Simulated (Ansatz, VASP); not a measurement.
**Two plane-wave programs on Co**

```
CELL_PARAMETERS angstrom
1.23986 0.71584 6.04653
-1.23986 0.71584 6.04653
0.00000 -1.43167 6.04653
ATOMIC_POSITIONS crystal
Co 0.00000 0.00000 0.00000
Co 0.22259 0.22259 0.22259
Co 0.77741 0.77741 0.77741
```

Alike in both runs: functional r2SCAN; k mesh 9 × 9 × 9; occupations gaussian, width 0.1 eV; collinear spin.

Ansatz relaxed the structure, and its values are those at the end. VASP's run is a single point on that final structure, the one shown.

|  | VASP | Ansatz |
| --- | --- | --- |
| version | VASP 6.6.1 | Ansatz 0.2.0 |
| potentials or method | VASP PAW PBE potentials, release 64 (Co), cutoff 520 eV | scalar-relativistic, plane waves, PAW |
| valence electrons in the cell | 27 | 51 |

VASP gave:

| Item | Value |
| --- | --- |
| gap on the k mesh at the Fermi level (eV) | none |
| pressure (GPa) | -0.3 |
| rms of the force components (eV/Å) | 0.021 |
| net moment per atom (μB) | 1.82 |
| size of the moment on the site where the two differ most (μB) | 1.88 |

Q: Estimate Ansatz's values.

A: gap on the k mesh at the Fermi level (eV): none; pressure (GPa): -0.2; rms of the force components (eV/Å): 0.011; net moment per atom (μB): 1.83; size of the moment on the site where the two differ most (μB): 1.95.

VASP's potentials were made for PBE, not for r2SCAN. Site moments also hang on the region over which each program counts them. A gap of «none» marks a metal or a gap that the smearing closes. VASP's potentials hold 27 valence electrons a cell and Ansatz's 51, so a difference there can come from the potentials and not from the codes.
